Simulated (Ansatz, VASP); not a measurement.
# KMgF3 in VASP and in Ansatz

```xyz
5
Lattice="4.0123 0.0000 0.0000 0.0000 4.0123 0.0000 0.0000 0.0000 4.0123" Properties=species:S:1:pos:R:3 pbc="T T T"
K     2.0061    2.0061    2.0061
Mg    0.0000    0.0000    0.0000
F     0.0000    0.0000    2.0061
F     0.0000    2.0061    0.0000
F     2.0061    0.0000    0.0000
```

Change from the starting cell: volume scaled by 1.02.

Alike in both runs: task single point; functional PBEsol; k mesh 7 × 7 × 7; occupations fermi-dirac, width 0.05 eV; no spin polarisation.

|  | VASP | Ansatz |
| --- | --- | --- |
| version | VASP 6.6.1 | Ansatz 0.2.0 |
| potentials or method | VASP PAW PBE potentials, release 64 (K_sv, Mg, F), cutoff 520 eV | all-electron LAPW, scalar-relativistic |

Ansatz gave:

```
gap on the k mesh at the Fermi level (eV) : 7.02
least direct gap on the mesh (eV)         : 7.31
pressure (GPa)                            : -1.1
```

Q: Which values does VASP return?

A: gap on the k mesh at the Fermi level (eV): 7.01; least direct gap on the mesh (eV): 7.30; pressure (GPa): -1.5.

VASP's potentials were made for PBE, not for PBEsol. Ansatz ran all-electron here, and VASP with PAW potentials.
